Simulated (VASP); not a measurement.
A run of VASP 6.6.1:

The input INCAR:

```
SYSTEM = CdAg
PREC = Accurate
ENCUT = 520
EDIFF = 1E-7
ISMEAR = 0
SIGMA = 0.15
LREAL = .FALSE.
LASPH = .TRUE.
NELM = 60
ALGO = Fast
ISIF = 2
LWAVE = .FALSE.
LCHARG = .TRUE.
GGA = PS
LELF = .TRUE.
LVHAR = .TRUE.
NBANDS = 18
```

Contents of KPOINTS:

```
Automatic mesh
0
G
  14 14 14
  0 0 0
```

The input POSCAR:

```
CdAg
1.0
    3.3300000000      0.0000000000      0.0000000000
    0.0000000000      3.3300000000      0.0000000000
    0.0000000000      0.0000000000      3.4965000000
Cd Ag
1 1
Direct
    0.5000000000      0.5000000000      0.5000000000
    0.0000000000      0.0000000000      0.0000000000
```

Potentials or basis: VASP PAW PBE potentials, release 64 (Cd, Ag).

Launch:

```bash
$ cat potpaw_PBE.64/Cd/POTCAR potpaw_PBE.64/Ag/POTCAR > POTCAR
$ mpirun -np 1 vasp_std > vasp.out
```

Hardware: 1 thread of Intel(R) Xeon(R) 6975P-C (Granite Rapids), with other jobs on the host.

Question: How long does it take, and how much memory?

Answer: Run time: 74 s on 1 thread of Intel(R) Xeon(R) 6975P-C (Granite Rapids), on a shared host, peak memory 0.31 GiB. Counts: scf iterations 13, k points 288.
